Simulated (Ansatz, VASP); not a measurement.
# One calculation of As, two programs

```
As
1.0
     2.73926    0.00000    0.00000
     0.00000    2.73926    0.00000
     0.00000    0.00000    2.73926
As
1
Direct
  0.50000 0.50000 0.50000
```

Alike in both runs: task single point; functional HSE06; k mesh 6 × 6 × 6; occupations fermi-dirac, width 0.05 eV; no spin polarisation.

|  | VASP | Ansatz |
| --- | --- | --- |
| version | VASP 6.6.1 | Ansatz 0.2.0 |
| potentials or method | VASP PAW PBE potentials, release 64 (As) | Ansatz PAW |
| plane-wave cutoff (eV) | 520 | 420 |
| valence electrons in the cell | 5 | 15 |

Ansatz gave:

| Quantity | Value |
| --- | --- |
| gap on the k mesh at the Fermi level (eV) | none |
| pressure (GPa) | -3.1 |

Question: Estimate VASP's values.

Answer: gap on the k mesh at the Fermi level (eV): none; pressure (GPa): -3.3.

A gap of «none» marks a metal or a gap that the smearing closes. VASP's potentials hold 5 valence electrons a cell and Ansatz's 15, so a difference there can come from the potentials and not from the codes.

The k mesh is coarse, so the values compare programs but aren't converged.
